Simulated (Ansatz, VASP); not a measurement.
## CdSe: VASP beside Ansatz

Contents of INCAR:

```
  PREC = Accurate
  ENCUT = 600
  EDIFF = 1E-6
  ISMEAR = -1
  SIGMA = 0.05
  LREAL = False
  LASPH = True
  NELM = 60
  ALGO = Normal
  ISIF = 3
  LWAVE = False
  LCHARG = False
  GGA = RP
  IVDW = 13
  IBRION = 2
  NSW = 80
  EDIFFG = -0.01
```

File KPOINTS:

```
regular mesh
0
Gamma
  8 8 8
```

POSCAR

```
CdSe
1.0
    0.0000000000      3.0702711986      3.0702711986
    3.0702711986      0.0000000000      3.0702711986
    3.0702711986      3.0702711986      0.0000000000
Cd Se
1 1
Direct
    0.0000000000      0.0000000000      0.0000000000
    0.2500000000      0.2500000000      0.2500000000
```

input.yaml

```yaml
crystal:
  lattice:
    - [0.0, 3.0702711986, 3.0702711986]
    - [3.0702711986, 0.0, 3.0702711986]
    - [3.0702711986, 3.0702711986, 0.0]
  atoms:
    - { symbol: Cd, position: [0.0, 0.0, 0.0] }
    - { symbol: Se, position: [0.25, 0.25, 0.25] }
kpoints:
  mp_grid: { grid: [8, 8, 8] }
scf:
  occupations: { method: fermi_dirac, width: 0.05 }
hamiltonian:
  xc: rpbe
  dispersion: d4
  pseudopotentials: { kind: all_electron, lapw: { basis_error: 0.001 } }
output:
  forces: true
  stress: true
relax:
  f_tol: 0.01
  max_steps: 60
  cell: {}
```

Alike in both runs: task relaxation of cell and atoms; functional RPBE; dispersion D4; k mesh 8 × 8 × 8; occupations fermi-dirac, width 0.05 eV; no spin polarisation.

|  | VASP | Ansatz |
| --- | --- | --- |
| version | VASP 6.6.1 | Ansatz 0.2.0 |
| potentials or method | VASP PAW PBE potentials, release 64 (Cd, Se), cutoff 600 eV | all-electron LAPW, scalar-relativistic |

|  | VASP | Ansatz | Ansatz less VASP |
| --- | --- | --- | --- |
| relaxed volume (Å³/atom) | 28.72 | 28.59 | -0.133 |
| relaxed cell length with the largest relative difference (Å) | 4.331 | 4.324 | -0.0067 |

VASP's potentials were made for PBE, not for RPBE. Ansatz ran all-electron here, and VASP with PAW potentials.
